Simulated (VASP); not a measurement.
# TiAl (P4/mmm) in VASP: further runs, part 2 of 2

VASP 6.6.1.

## (3) Relaxation of cell and atoms, PBE

This run uses another cell than the first one, of 16.23 Å³/atom.

The input, INCAR:

```
SYSTEM = TiAl
PREC = Accurate ; ENCUT = 600
EDIFF = 1E-6 ; ISMEAR = -1
SIGMA = 0.15 ; LREAL = .FALSE.
LASPH = .TRUE. ; NELM = 80
ALGO = Normal ; ISIF = 3
LWAVE = .FALSE. ; LCHARG = .FALSE.
GGA = PE ; IBRION = 2
NSW = 80 ; EDIFFG = -0.001
```

The input, KPOINTS:

```
regular mesh
0
G
  12 12 10
  0 0 0
```

The input, POSCAR:

```
TiAl
1.0
    2.8254163476      0.0000000000      0.0000000000
    0.0000000000      2.8254163476      0.0000000000
    0.0000000000      0.0000000000      4.0653867126
Ti Al
1 1
Direct
    0.5000000000      0.5000000000      0.5000000000
    0.0000000000      0.0000000000      0.0000000000
```

Potentials or basis: VASP PAW PBE potentials, release 64 (Ti_sv, Al).

On the command line:

```bash
> cat potpaw_PBE.64/Ti_sv/POTCAR potpaw_PBE.64/Al/POTCAR > POTCAR
> mpirun -np 1 vasp_std > vasp.out
```

OUTCAR:

```text
SYSTEM = TiAl
   PREC = Accurate
   ENCUT = 600
   EDIFF = 1E-6
   ISMEAR = -1
   LREAL = .FALSE.
   LASPH = .TRUE.
   NELM = 80
   ISIF = 3
   GGA = PE
   IBRION = 2
   NSW = 80
   EDIFFG = -0.001

 ion  position               nearest neighbor table
   1  0.500  0.500  0.500-   2 2.85   2 2.85   2 2.85   2 2.85   2 2.85   2 2.85   2 2.85   2 2.85

   2  0.000  0.000  0.000-   1 2.85   1 2.85   1 2.85   1 2.85   1 2.85   1 2.85   1 2.85   1 2.85

  LATTYP: Found a simple tetragonal cell.
 ALAT       =     2.8254163476
 C/A-ratio  =     1.4388628834

  Lattice vectors:

 A1 = (   2.8254163476,   0.0000000000,   0.0000000000)
 A2 = (   0.0000000000,   2.8254163476,   0.0000000000)
 A3 = (   0.0000000000,   0.0000000000,   4.0653867126)

Analysis of symmetry for initial positions (statically):
=====================================================================
 Subroutine PRICEL returns:
 Original cell was already a primitive cell.

 Routine SETGRP: Setting up the symmetry group for a
 simple tetragonal supercell.

 Subroutine GETGRP returns: Found 16 space group operations
 (whereof 16 operations were pure point group operations)
 out of a pool of 16 trial point group operations.

The static configuration has the point symmetry D_4h.

Analysis of symmetry for dynamics (positions and initial velocities):
=====================================================================
 Subroutine PRICEL returns:
 Original cell was already a primitive cell.

 Routine SETGRP: Setting up the symmetry group for a
 simple tetragonal supercell.

 Subroutine GETGRP returns: Found 16 space group operations
 (whereof 16 operations were pure point group operations)
 out of a pool of 16 trial point group operations.

The dynamic configuration has the point symmetry D_4h.

 Subroutine INISYM returns: Found 16 space group operations
 (whereof 16 operations are pure point group operations),
 and found     1 'primitive' translations

----------------------------------------------------------------------------------------

                                     Primitive cell

  volume of cell :      32.4539

  direct lattice vectors                    reciprocal lattice vectors
     2.825416348  0.000000000  0.000000000     0.353930139  0.000000000  0.000000000
     0.000000000  2.825416348  0.000000000     0.000000000  0.353930139  0.000000000
     0.000000000  0.000000000  4.065386713     0.000000000  0.000000000  0.245979059

  length of vectors
     2.825416348  2.825416348  4.065386713     0.353930139  0.353930139  0.245979059

  position of ions in fractional coordinates (direct lattice)
     0.500000000  0.500000000  0.500000000
     0.000000000  0.000000000  0.000000000

  ion indices of the primitive-cell ions
   primitive index   ion index
                 1           1
                 2           2

----------------------------------------------------------------------------------------

 KPOINTS: regular mesh
[... 62 lines left out ...]
   ISPIN  =      1    spin polarized calculation?
   LNONCOLLINEAR =      F non collinear calculations
   LSORBIT =      F    spin-orbit coupling
   LASPH  =      T    aspherical Exc in radial PAW
   ENCUT  =  600.0 eV  44.10 Ry    6.64 a.u.   5.64  5.64  8.12*2*pi/ulx,y,z
   NELM   =     80;   NELMIN=  2; NELMDL= -5     # of ELM steps
   EDIFF  = 0.1E-05   stopping-criterion for ELM
   LREAL  =      F    real-space projection
   EDIFFG = -.1E-02   stopping-criterion for IOM
   NSW    =     80    number of steps for IOM
   IBRION =      2    ionic relax: 0-MD 1-quasi-New 2-CG
   NFREE  =      1    steps in history (QN), initial steepest desc. (CG)
   ISIF   =      3    stress and relaxation
   ISYM   =      2    0-nonsym 1-usesym 2-fastsym
   POTIM  = 0.5000    time-step for ionic-motion
   TEBEG  =    0.0;   TEEND  =   0.0 temperature during run
   PSTRESS=    0.0 pullay stress
   NELECT =      15.0000    total number of electrons
   NUPDOWN=      -1.0000    fix difference up-down
   EMIN   =  10.00;   EMAX   =-10.00  energy-range for DOS
   EFERMI =   0.00;   METHOD = LEGACY
   ISMEAR =    -1;   SIGMA  =   0.15  broadening in eV -4-tet -1-fermi 0-gaus
   EFERMI_NEDOS =   21; number of points for ismear=-14 and -15
   IALGO  =     38    algorithm
   IMIX   =      4    mixing-type and parameters
     AMIX     =   0.40;   BMIX     =  1.00
     AMIX_MAG =   1.60;   BMIX_MAG =  1.00
  volume/ion in A,a.u.               =      16.23       109.50
  Fermi-wavevector in a.u.,A,eV,Ry     =   1.265755  2.391930 21.798381  1.602136
  Thomas-Fermi vector in A             =   2.398992
   LORBIT       =      0    0 simple, 1 ext, 2 COOP (PROOUT), +10 PAW based schemes
   GGA     = PE    functional components
   LHFCALC =     F    Hartree Fock is set to
   AEXX    =    0.0000 exact exchange contribution
   IVDW    =     0    specifies the selected vdW correction
   LEPSILON=     F    determine dielectric tensor
   LRPA    =     F    only Hartree local field effects (RPA)
 conjugate gradient relaxation of ions
 non-spin polarized calculation
  energy-cutoff  :      600.00
  volume of cell :       32.45
 maximum number of plane-waves:      1104
 NGX is ok and might be reduce to    24
   NGX = 11   NGY = 11   NGZ = 17

--------------------------------------- Ionic step        1  -------------------------------------------

 number of electron      14.9999999 magnetization

 Free energy of the ion-electron system (eV)
  ---------------------------------------------------
  ext. energy  EPLUGINS =         0.00000000
  ---------------------------------------------------
  free energy    TOTEN  =       -12.45896017 eV

  energy without entropy =      -12.32873235  energy(sigma->0) =      -12.39384626

------------------------ aborting loop because EDIFF is reached ----------------------------------------

  FORCE on cell =-STRESS in cart. coord.  units (eV):
  Direction    XX          YY          ZZ          XY          YZ          ZX
  --------------------------------------------------------------------------------------
  -------------------------------------------------------------------------------------
  Total        0.0388478      0.0388478      0.0577667      0.0000000      0.0000000      0.0000000
  in kB        1.9178310      1.9178310      2.8518139      0.0000000      0.0000000      0.0000000
  external PRESSURE =       2.2291586 kB  Pullay stress =       0.0000000 kB
[... 89 lines left out ...]
  FREE ENERGIE OF THE ION-ELECTRON SYSTEM (eV)
  ---------------------------------------------------
  free  energy   TOTEN  =       -12.4590116741 eV

  energy  without entropy=      -12.3285418022  energy(sigma->0) =      -12.39377674

[... ionic steps 4 to 28 ...]

--------------------------------------- Ionic step       29  -------------------------------------------

 number of electron      14.9999999 magnetization

------------------------ aborting loop because EDIFF is reached ----------------------------------------
[... 67 lines left out ...]
--------------------------------------- Ionic step       31  -------------------------------------------

 number of electron      14.9999999 magnetization

 Free energy of the ion-electron system (eV)
  ---------------------------------------------------
  ext. energy  EPLUGINS =         0.00000000
  ---------------------------------------------------
  free energy    TOTEN  =       -12.45901508 eV

  energy without entropy =      -12.32850928  energy(sigma->0) =      -12.39376218

 E-fermi :   8.3251     XC(G=0): -11.0253

 val. band max:        8.3042261897   @ k =   0.4167   0.3333   0.2000
 cond. band min:       8.3492181907   @ k =   0.5000   0.1667   0.3000
 fundamental gap:      0.0449920011
 Fermi energy:         8.3251408550

 k-point     1 :       0.0000    0.0000    0.0000
  band No.  band energies     occupation
      1     -48.3359      2.00000
      2     -24.7187      2.00000
      3     -24.2990      2.00000
      4     -24.2990      2.00000
      5      -0.7272      2.00000
      6       6.4386      1.99999
      7       7.4506      1.99414
      8       7.9365      1.86056
      9      10.4480      0.00000
     10      10.4480      0.00000
     11      11.5735      0.00000
[... 309 lines left out ...]
 k-point    24 :       0.4167    0.3333    0.0000
  band No.  band energies     occupation
      1     -48.2411      2.00000
      2     -24.6892      2.00000
      3     -24.6259      2.00000
      4     -24.5969      2.00000
      5       4.0927      2.00000
      6       6.3260      2.00000
      7       7.6462      1.97860
      8       8.1216      1.59050
      9       8.5192      0.43051
     10       9.5116      0.00073
     11      11.9932      0.00000

 [... further k-points ...]
[... 5 lines left out ...]
  --------------------------------------------------------------------------------------
  -------------------------------------------------------------------------------------
  Total        0.0012289      0.0012289      0.0018967      0.0000000      0.0000000      0.0000000
  in kB        0.0605317      0.0605317      0.0934207      0.0000000      0.0000000      0.0000000
  external PRESSURE =       0.0714947 kB  Pullay stress =       0.0000000 kB
[... 17 lines left out ...]
  FREE ENERGIE OF THE ION-ELECTRON SYSTEM (eV)
  ---------------------------------------------------
  free  energy   TOTEN  =       -12.4590150796 eV

  energy  without entropy=      -12.3285092782  energy(sigma->0) =      -12.39376218

 reached required accuracy - stopping structural energy minimisation
```

OSZICAR:

```text
N       E                     dE             d eps       ncg     rms          rms(c)
DAV:   1     0.105733389582E+03    0.10573E+03   -0.82739E+03  3696   0.151E+03
DAV:   2    -0.366953744879E+01   -0.10940E+03   -0.10687E+03  3729   0.362E+02
[... 167 lines left out ...]
  30 F= -.12459016E+02 E0= -.12393776E+02  d E =-.877090E-06
       N       E                     dE             d eps       ncg     rms          rms(c)
DAV:   1    -0.124590272325E+02   -0.11526E-04   -0.24148E-04  4218   0.242E-01    0.302E-02
DAV:   2    -0.124590170537E+02    0.10179E-04   -0.10882E-04  4468   0.126E-01    0.837E-03
DAV:   3    -0.124590149701E+02    0.20836E-05   -0.12536E-05  4303   0.357E-02    0.208E-03
DAV:   4    -0.124590150796E+02   -0.10950E-06   -0.15890E-06  2981   0.971E-03
  31 F= -.12459015E+02 E0= -.12393762E+02  d E =0.636253E-06
```

It took 3 min on 1 thread of Intel Xeon 6975P-C (Granite Rapids), shared host; peak memory 0.22 GiB.

Results:

```yaml
Free_energy: -12.4590 eV
Relaxed_volume: 16.26 Å³/atom
Relaxed_cell: a = 2.827 Å, b = 2.827 Å, c = 4.071 Å, α = 90.00°, β = 90.00°, γ = 90.00°
Space_group_after_relaxing_to_0.1_Å: P4/mmm (No. 123)
Energy_gained_by_relaxing: 0.0 meV/atom
Ionic_steps: 31
Pressure_after_relaxing: 0.0 GPa
Band_gap_on_the_k_mesh: zero (an odd number of electrons rules out a gap without spin polarisation)
```

Final structure:
```
Ti Al
1.0
     2.82654    0.00000    0.00000
     0.00000    2.82654    0.00000
     0.00000    0.00000    4.07147
Ti Al
1 1
Direct
  0.50000 0.50000 0.50000
  0.00000 0.00000 0.00000
```
